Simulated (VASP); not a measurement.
Runs of VASP 6.6.1 on Ti. The structure is that of space group Fmmm (No. 69), or close to it. The cells are those of the table. 

| cell | further INCAR settings | gap on the mesh (eV) | pressure (GPa) |
| --- | --- | --- | --- |
| a = 3.120, b = 3.120, c = 2.721 Å, angles 112.2, 112.2, 110.0°, 1 atom | ALGO = Fast; EDIFF = 1e-07; NBANDS = 12 | none | -7.8 |
| a = 3.004, b = 3.004, c = 2.733 Å, angles 110.8, 110.8, 110.7°, 1 atom | ALGO = Fast; EDIFF = 1e-06; NBANDS = 12 | none | -4.4 |
| a = 3.167, b = 3.167, c = 2.775 Å, angles 113.5, 113.5, 107.5°, 1 atom | ALGO = Fast; EDIFF = 1e-06; NBANDS = 12 | none | -10.9 |
| a = 2.906, b = 2.906, c = 2.472 Å, angles 105.5, 105.5, 123.1°, 1 atom | ALGO = Fast; EDIFF = 1e-06; NBANDS = 12 | none | (a) |
| a = 3.074, b = 3.074, c = 2.668 Å, angles 110.9, 110.9, 112.4°, 1 atom | ALGO = Fast; EDIFF = 1e-06; NBANDS = 12 | none | (c) |
| a = 2.945, b = 2.945, c = 2.518 Å, angles 106.8, 106.8, 120.3°, 1 atom | ALGO = Fast; EDIFF = 1e-06; NBANDS = 12 | none | (b) |
| a = 2.832, b = 2.832, c = 2.542 Å, angles 105.4, 105.4, 121.5°, 1 atom | ALGO = Fast; EDIFF = 1e-06; NBANDS = 12 | none | 22.5 |
| a = 3.051, b = 3.051, c = 2.785 Å, angles 112.2, 112.2, 108.1°, 1 atom | ALGO = Fast; EDIFF = 1e-07; NBANDS = 12 | none | -8.2 |

Alike in all rows: task single point; level PBE; potentials or basis VASP PAW PBE potentials, release 64 (Ti_sv); no spin polarisation; k mesh 20 × 20 × 20; cutoff (eV) 520; smearing gaussian 0.15 eV.

Question: Estimate the missing entries.

Answer: (a) 23.3; (b) 13.9; (c) -4.0.

Caveats: the cell stands under tension (at least some runs); the cell stands under pressure (at least some runs).

A gap of «none» marks levels without a gap at the run's occupations.
